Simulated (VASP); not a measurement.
Set up this calculation in VASP 6.6.1, as the native input.

* Task: single point
* Functional: PBE
* Potentials or basis: VASP PAW PBE potentials, release 64 (Cs_sv, H)
* Cutoff: 520 eV
* k mesh: 8 × 8 × 4
* Occupations: gaussian, width 0.1 eV
* Spin: no spin polarisation
* Dipole correction: no
* Further INCAR settings: ALGO = Normal; EDIFF = 1e-06; NBANDS = 20

The structure of CsH2 lies in POSCAR:

```
CsH2
1.0
    5.0413699567      0.0018438949      0.0110204747
   -0.1953463353      5.3779300545     -0.0089452186
   -0.0972429109     -0.6155123776      8.6285381626
Cs H
2 4
Direct
    0.2541806848      0.7736983123      0.7380019193
    0.7458193152      0.2263016877      0.2619980807
    0.7539480251      0.6007907902      0.9775790025
    0.2460519749      0.3992092098      0.0224209975
    0.2517518949      0.5270206715      0.0709430796
    0.7482481051      0.4729793285      0.9290569204
```

One way to write it, as run:

INCAR

```
SYSTEM = CsH2
PREC = Accurate
ENCUT = 520
EDIFF = 1E-6
ISMEAR = 0
SIGMA = 0.1
LREAL = .FALSE.
LASPH = .TRUE.
NELM = 80
ALGO = Normal
ISIF = 2
LWAVE = .FALSE.
LCHARG = .TRUE.
GGA = PE
LELF = .TRUE.
LVHAR = .TRUE.
NBANDS = 20
```

KPOINTS

```
Automatic mesh
0
G
  8 8 4
  0 0 0
```

Potentials or basis: VASP PAW PBE potentials, release 64 (Cs_sv, H).

The run is started by

```console
$ cat potpaw_PBE.64/Cs_sv/POTCAR potpaw_PBE.64/H/POTCAR > POTCAR
$ mpirun -np 1 vasp_std > vasp.out
```

Results of the run:

```json
{
  "Pressure": "-0.1 GPa",
  "Largest force": "0.015 eV/Å",
  "Band gap on the k mesh": "zero (band 11 reaches 1.17 eV, above the bottom of band 12 at 0.38 eV)"
}
```

Caveat: spin-orbit coupling is left out, which moves the levels of the heavy elements.

It took 7.1 min on 1 thread of Oxide Virtual Turin-like Processor, with other jobs on the host, peak memory 0.63 GiB.
